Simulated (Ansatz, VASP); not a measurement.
One calculation of TiC, two programs

File INCAR:

```
SYSTEM = TiC
PREC = Accurate
ENCUT = 520
EDIFF = 1E-7
ISMEAR = 0
SIGMA = 0.15
LREAL = .False.
LASPH = .True.
NELM = 80
ALGO = Normal
ISIF = 2
LWAVE = .False.
LCHARG = .True.
GGA = PE
LELF = .True.
LVHAR = .True.
NBANDS = 15
```

File KPOINTS:

```
Automatic mesh
0
Gamma
  24 24 24
  0 0 0
```

Contents of POSCAR:

```
TiC
1.0
    0.0000000000      2.1664615241      2.1664615241
    2.1664615241      0.0000000000      2.1664615241
    2.1664615241      2.1664615241      0.0000000000
Ti C
1 1
Direct
    0.0000000000      0.0000000000      0.0000000000
    0.5288488853      0.5288488853      0.4711511147
```

Input for Ansatz:

```yaml
crystal:
  lattice:
    - [0.0, 2.1664615241, 2.1664615241]
    - [2.1664615241, 0.0, 2.1664615241]
    - [2.1664615241, 2.1664615241, 0.0]
  atoms:
    - { symbol: Ti, position: [0.0, 0.0, 0.0] }
    - { symbol: C, position: [0.5288488853, 0.5288488853, 0.4711511147] }
basis:
  ecutwfc: 420
kpoints:
  mp_grid: { grid: [24, 24, 24] }
hamiltonian:
  xc: pbe
scf:
  occupations: { method: gaussian, width: 0.15 }
output:
  forces: true
  stress: true
  eigenvalues: true
```

Change from the starting cell: all C atoms moved +0.125 Å, as atom 2 along Cartesian [0 0 1].

Alike in both runs: task single point; functional PBE; k mesh 24 × 24 × 24; occupations gaussian, width 0.15 eV; no spin polarisation.

```csv
,VASP,Ansatz
version,VASP 6.6.1,Ansatz 0.2.0
potentials or method,"VASP PAW PBE potentials, release 64 (Ti_sv, C), cutoff 520 eV","scalar-relativistic, plane waves, PAW"
valence electrons in the cell,16,16
```

Ansatz gave:

| Property | Result |
| --- | --- |
| gap on the k mesh at the Fermi level (eV) | none |
| pressure (GPa) | 1.9 |
| traceless stress, the component that is largest in VASP (GPa) | 2.93 |
| rms of the force components (eV/Å) | 0.649 |

What did VASP give for the same quantities?

gap on the k mesh at the Fermi level (eV): none; pressure (GPa): 2.1; traceless stress, the component that is largest in VASP (GPa): 2.96; rms of the force components (eV/Å): 0.652.

Atom by atom the forces differ by 0.004 eV/Å (rms over components). A gap of «none» marks a metal or a gap that the smearing closes. The functional is the same, so the differences come from potentials, cutoffs and numerics.
